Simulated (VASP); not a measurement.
# CrC5 (P-3m1) in VASP: single point with PBE

Aim: the single point of CrC5 with PBE.

All numbers are computed with VASP 6.6.1; they aren't measurements. Logs are shortened: lines on timing, memory, paths and dates and some standing lists are left out, and cuts for length are marked.

## (1) The cell of the first run

It takes space group P-3m1 (No. 164, trigonal). The conventional cell has a = 2.495 Å, b = 2.495 Å, c = 22.545 Å, α = 90.00°, β = 90.00°, γ = 120.00°. Within 3.2 Å of Cr (site symmetry 3m) lie 6 C at 2.43 to 2.44 Å and 9 Cr at 2.49 to 2.52 Å. C (site symmetry 3m) has 3 C at 1.44 Å within 1.9 Å. C (site symmetry 3m) has 3 C at 1.44 Å within 1.9 Å. C (site symmetry 3m) has 3 C at 1.44 Å within 1.9 Å. Within 1.9 Å of C (site symmetry 3m) lie 3 C at 1.44 Å. Within 1.9 Å of C (site symmetry 3m) lie 3 C at 1.44 Å.

## (2) Single point, PBE, collinear spin, ferromagnetic start

INCAR

```
SYSTEM = CrC5
  PREC = Accurate
  ENCUT = 700
  EDIFF = 1E-6
  ISMEAR = 0
  SIGMA = 0.2
  LREAL = .FALSE.
  LASPH = .TRUE.
  NELM = 200
  ALGO = Normal
  ISIF = 2
  LWAVE = .FALSE.
  LCHARG = .FALSE.
  ISPIN = 2
  MAGMOM = 0.53 0.53 0 0 0 0 0 0 0 0 0 0
  LORBIT = 11
  LMAXMIX = 4
  GGA = PE
  NBANDS = 50
  GGA_COMPAT = .FALSE.
```

KPOINTS

```
Automatic mesh
0
G
  12 12 1
  0 0 0
```

POSCAR

```
CrC5
1.0
    2.4949387846      0.0000000000      0.0000000000
   -1.2474693923      2.1606803684      0.0000000000
    0.0000000000      0.0000000000     22.5448918397
Cr C
2 10
Direct
    0.6666666667      0.3333333333      0.5459655070
    0.3333333333      0.6666666667      0.4540344930
    0.0000000000      0.0000000000      0.8137974917
    0.6666666667      0.3333333333      0.8137853839
    0.3333333333      0.6666666667      0.0000109821
    0.6666666667      0.3333333333      0.9999890179
    0.0000000000      1.0000000000      0.1862025083
    0.3333333333      0.6666666667      0.1862146161
    0.0000000000      0.0000000000      0.6334282575
    0.3333333333      0.6666666667      0.6329927527
    0.0000000000      0.0000000000      0.3665717425
    0.6666666667      0.3333333333      0.3670072473
```

Potentials or basis: VASP PAW PBE potentials, release 64 (Cr_sv, C).

Launch:

```
cat potpaw_PBE.64/Cr_sv/POTCAR potpaw_PBE.64/C/POTCAR > POTCAR
mpirun -np 1 vasp_std > vasp.out
```

OUTCAR:

```text
SYSTEM = CrC5
   PREC = Accurate
   ENCUT = 700
   EDIFF = 1E-6
   ISMEAR = 0
   LREAL = .FALSE.
   LASPH = .TRUE.
   NELM = 200
   ISIF = 2
   ISPIN = 2
   LORBIT = 11
   GGA = PE

 ion  position               nearest neighbor table
   1  0.667  0.333  0.546-   2 2.52   2 2.52   2 2.52
   2  0.333  0.667  0.454-   1 2.52   1 2.52   1 2.52
   3  0.000  0.000  0.814-   4 1.44   4 1.44   4 1.44
   4  0.667  0.333  0.814-   3 1.44   3 1.44   3 1.44
   5  0.333  0.667  0.000-   6 1.44   6 1.44   6 1.44
   6  0.667  0.333  1.000-   5 1.44   5 1.44   5 1.44
   7  0.000  0.000  0.186-   8 1.44   8 1.44   8 1.44
   8  0.333  0.667  0.186-   7 1.44   7 1.44   7 1.44
   9  0.000  0.000  0.633-  10 1.44  10 1.44  10 1.44
  10  0.333  0.667  0.633-   9 1.44   9 1.44   9 1.44
  11  0.000  0.000  0.367-  12 1.44  12 1.44  12 1.44
  12  0.667  0.333  0.367-  11 1.44  11 1.44  11 1.44

  LATTYP: Found a hexagonal cell.
 ALAT       =     2.4949387846
 C/A-ratio  =     9.0362505000

  Lattice vectors:

 A1 = (   2.4949387846,   0.0000000000,   0.0000000000)
 A2 = (  -1.2474693923,   2.1606803684,   0.0000000000)
 A3 = (   0.0000000000,   0.0000000000,  22.5448918397)

Analysis of symmetry for initial positions (statically):
=====================================================================
 Subroutine PRICEL returns:
 Original cell was already a primitive cell.

 Routine SETGRP: Setting up the symmetry group for a
 hexagonal supercell.

 Subroutine GETGRP returns: Found 12 space group operations
 (whereof 12 operations were pure point group operations)
 out of a pool of 24 trial point group operations.

The static configuration has the point symmetry D_3d.

Analysis of symmetry for dynamics (positions and initial velocities):
=====================================================================
 Subroutine PRICEL returns:
 Original cell was already a primitive cell.

 Routine SETGRP: Setting up the symmetry group for a
 hexagonal supercell.

 Subroutine GETGRP returns: Found 12 space group operations
 (whereof 12 operations were pure point group operations)
 out of a pool of 24 trial point group operations.

The dynamic configuration has the point symmetry D_3d.

Analysis of structural, dynamic, and magnetic symmetry:
=====================================================================
 Subroutine PRICEL returns:
 Original cell was already a primitive cell.

 Routine SETGRP: Setting up the symmetry group for a
 hexagonal supercell.

 Subroutine GETGRP returns: Found 12 space group operations
 (whereof 12 operations were pure point group operations)
 out of a pool of 24 trial point group operations.

The overall configuration has the point symmetry D_3d.

 Subroutine INISYM returns: Found 12 space group operations
 (whereof 12 operations are pure point group operations),
 and found     1 'primitive' translations

----------------------------------------------------------------------------------------

                                     Primitive cell

  volume of cell :     121.5342

  direct lattice vectors                    reciprocal lattice vectors
     2.494938785  0.000000000  0.000000000     0.400811437  0.231408591  0.000000000
    -1.247469392  2.160680368  0.000000000     0.000000000  0.462817182  0.000000000
     0.000000000  0.000000000 22.544891840     0.000000000  0.000000000  0.044355946

  length of vectors
     2.494938785  2.494938785 22.544891840     0.462817182  0.462817182  0.044355946

  position of ions in fractional coordinates (direct lattice)
     0.666666667  0.333333333  0.545965507
     0.333333333  0.666666667  0.454034493
     0.000000000  0.000000000  0.813797492
     0.666666667  0.333333333  0.813785384
     0.333333333  0.666666667  0.000010982
     0.666666667  0.333333333  0.999989018
     0.000000000  0.000000000  0.186202508
     0.333333333  0.666666667  0.186214616
[... 78 lines left out ...]
   ICHARG =      2    charge: 1-file 2-atom 10-const
   ISPIN  =      2    spin polarized calculation?
   LNONCOLLINEAR =      F non collinear calculations
   LSORBIT =      F    spin-orbit coupling
   LASPH  =      T    aspherical Exc in radial PAW
   ENCUT  =  700.0 eV  51.45 Ry    7.17 a.u.   5.38  5.38 48.64*2*pi/ulx,y,z
   NELM   =    200;   NELMIN=  2; NELMDL= -5     # of ELM steps
   EDIFF  = 0.1E-05   stopping-criterion for ELM
   LREAL  =      F    real-space projection
   EDIFFG = 0.1E-04   stopping-criterion for IOM
   NSW    =      0    number of steps for IOM
   IBRION =     -1    ionic relax: 0-MD 1-quasi-New 2-CG
   NFREE  =      0    steps in history (QN), initial steepest desc. (CG)
   ISIF   =      2    stress and relaxation
   ISYM   =      2    0-nonsym 1-usesym 2-fastsym
   POTIM  = 0.5000    time-step for ionic-motion
   TEBEG  =    0.0;   TEEND  =   0.0 temperature during run
   PSTRESS=    0.0 pullay stress
   NELECT =      68.0000    total number of electrons
   NUPDOWN=      -1.0000    fix difference up-down
   EMIN   =  10.00;   EMAX   =-10.00  energy-range for DOS
   EFERMI =   0.00;   METHOD = LEGACY
   ISMEAR =     0;   SIGMA  =   0.20  broadening in eV -4-tet -1-fermi 0-gaus
   EFERMI_NEDOS =   21; number of points for ismear=-14 and -15
   IALGO  =     38    algorithm
   IMIX   =      4    mixing-type and parameters
     AMIX     =   0.40;   BMIX     =  1.00
     AMIX_MAG =   1.60;   BMIX_MAG =  1.00
  volume/ion in A,a.u.               =      10.13        68.35
  Fermi-wavevector in a.u.,A,eV,Ry     =   1.348999  2.549238 24.759857  1.819798
  Thomas-Fermi vector in A             =   2.476622
   LORBIT       =     11    0 simple, 1 ext, 2 COOP (PROOUT), +10 PAW based schemes
   GGA     = PE    functional components
   LHFCALC =     F    Hartree Fock is set to
   AEXX    =    0.0000 exact exchange contribution
   IVDW    =     0    specifies the selected vdW correction
   LEPSILON=     F    determine dielectric tensor
   LRPA    =     F    only Hartree local field effects (RPA)
 spin polarized calculation
 Gauss-broadening in eV      SIGMA  =   0.20
  energy-cutoff  :      700.00
  volume of cell :      121.53
 maximum number of plane-waves:      5197
 NGX is ok and might be reduce to    24
   NGX = 11   NGY = 11   NGZ = 97

 number of electron      68.0000018 magnetization       0.8508025

 Free energy of the ion-electron system (eV)
  ---------------------------------------------------
  ext. energy  EPLUGINS =         0.00000000
  ---------------------------------------------------
  free energy    TOTEN  =      -108.68805814 eV

  energy without entropy =     -108.60444135  energy(sigma->0) =     -108.64624975

 E-fermi :   6.1672     XC(G=0): -10.2080

 val. band max:        6.1615871746   @ k =   0.0833   0.0833   0.0000
 cond. band min:       6.1726625941   @ k =   0.5000   0.0000   0.0000
 fundamental gap:      0.0110754195
 Fermi energy:         6.1672431856

 spin component 1

 k-point     1 :       0.0000    0.0000    0.0000
  band No.  band energies     occupation
      1     -65.7642      1.00000
      2     -65.6620      1.00000
      3     -37.3635      1.00000
      4     -36.8777      1.00000
      5     -36.6162      1.00000
      6     -36.6162      1.00000
[... 920 lines left out ...]
     45      14.7855      0.00000
     46      14.8768      0.00000
 Fermi energy:         6.1672431856

 spin component 2

 k-point     1 :       0.0000    0.0000    0.0000
  band No.  band energies     occupation
      1     -65.3381      1.00000
      2     -65.2353      1.00000
      3     -36.9016      1.00000
      4     -36.4104      1.00000
      5     -36.2154      1.00000
      6     -36.2154      1.00000
[... 920 lines left out ...]
     45      14.8969      0.00000
     46      15.0982      0.00000
 [bands above 46 left out]

------------------------ aborting loop because EDIFF is reached ----------------------------------------

  FORCE on cell =-STRESS in cart. coord.  units (eV):
  Direction    XX          YY          ZZ          XY          YZ          ZX
  --------------------------------------------------------------------------------------
  -------------------------------------------------------------------------------------
  Total       -0.3241088     -0.3241088     -0.1754921      0.0000000      0.0000000      0.0000000
  in kB       -4.2727037     -4.2727037     -2.3135004      0.0000000      0.0000000      0.0000000
  external PRESSURE =      -3.6196359 kB  Pullay stress =       0.0000000 kB

 VOLUME and BASIS-vectors are now :
 -----------------------------------------------------------------------------
  energy-cutoff  :      700.00
  volume of cell :      121.53
      direct lattice vectors                 reciprocal lattice vectors
     2.494938785  0.000000000  0.000000000     0.400811437  0.231408591  0.000000000
    -1.247469392  2.160680368  0.000000000     0.000000000  0.462817182  0.000000000
     0.000000000  0.000000000 22.544891840     0.000000000  0.000000000  0.044355946

 POSITION                                       TOTAL-FORCE (eV/Angst)
 -----------------------------------------------------------------------------------
      1.24747      0.72023     12.30873        -0.000000      0.000000     -0.011245
     -0.00000      1.44045     10.23616         0.000000      0.000000      0.011245
      0.00000      0.00000     18.34698         0.000000      0.000000     -0.005579
      1.24747      0.72023     18.34670        -0.000000      0.000000      0.005419
     -0.00000      1.44045      0.00025        -0.000000     -0.000000     -0.006190
      1.24747      0.72023     22.54464         0.000000      0.000000      0.006190
      0.00000      0.00000      4.19792         0.000000     -0.000000      0.005579
     -0.00000      1.44045      4.19819         0.000000      0.000000     -0.005419
      0.00000      0.00000     14.28057        -0.000000     -0.000000      0.016642
     -0.00000      1.44045     14.27075        -0.000000      0.000000      0.001184
      0.00000      0.00000      8.26432         0.000000      0.000000     -0.016642
      1.24747      0.72023      8.27414         0.000000     -0.000000     -0.001184
 -----------------------------------------------------------------------------------
    total drift:                                0.000000     -0.000000      0.000000

  FREE ENERGIE OF THE ION-ELECTRON SYSTEM (eV)
  ---------------------------------------------------
  free  energy   TOTEN  =      -108.6880581407 eV

  energy  without entropy=     -108.6044413540  energy(sigma->0) =     -108.64624975

 total charge

# of ion       s       p       d       tot
------------------------------------------
    1        2.174   6.002   3.712  11.889
    2        2.174   6.002   3.712  11.889
    3        0.852   1.755   0.000   2.608
    4        0.852   1.755   0.000   2.607
    5        0.853   1.754   0.000   2.607
    6        0.853   1.754   0.000   2.607
    7        0.852   1.755   0.000   2.608
    8        0.852   1.755   0.000   2.607
    9        0.845   1.782   0.000   2.627
   10        0.844   1.781   0.000   2.625
   11        0.845   1.782   0.000   2.627
   12        0.844   1.781   0.000   2.625
--------------------------------------------------
tot         12.842  29.659   7.425  49.926

 magnetization (x)

# of ion       s       p       d       tot
------------------------------------------
    1        0.001   0.002   0.376   0.378
    2        0.001   0.002   0.376   0.378
    3        0.000   0.000   0.000   0.000
    4        0.000   0.000   0.000   0.000
    5       -0.000  -0.000   0.000  -0.000
    6       -0.000  -0.000   0.000  -0.000
    7        0.000   0.000   0.000   0.000
    8        0.000   0.000   0.000   0.000
    9        0.001   0.005   0.000   0.006
   10       -0.000  -0.006   0.000  -0.006
   11        0.001   0.005   0.000   0.006
   12       -0.000  -0.006   0.000  -0.006
--------------------------------------------------
tot          0.002   0.002   0.752   0.756
```

Run time: 11 min. Hardware: 1 thread of Intel Xeon Platinum 8488C (Sapphire Rapids), shared host; peak memory 0.52 GiB.

Results:

| Item | Value |
| --- | --- |
| Free energy | -108.6881 eV |
| Pressure | -0.4 GPa |
| Largest force | 0.017 eV/Å |
| Net moment | 0.85 μB per cell |
| Site moments | Cr +0.38; C +0.00, -0.00, +0.01, -0.01 (each value once) μB |
| Valence electrons inside the program's atomic spheres | Cr 11.89; C 2.61, 2.63, 2.62 (each value once) |

Forces on the atoms (eV/Å):
```
Cr   0.000  0.000 -0.011
Cr   0.000  0.000  0.011
C    0.000  0.000 -0.006
C    0.000  0.000  0.005
C    0.000  0.000 -0.006
C    0.000  0.000  0.006
C    0.000  0.000  0.006
C    0.000  0.000 -0.005
C    0.000  0.000  0.017
C    0.000  0.000  0.001
C    0.000  0.000 -0.017
C    0.000  0.000 -0.001
```

Stress tensor (GPa, compression positive):
```
-0.43  0.00  0.00
 0.00 -0.43  0.00
 0.00  0.00 -0.23
```

Caveat: this functional lacks dispersion, which binds layers or chains, so the pressure and a relaxed spacing across them are unreliable.
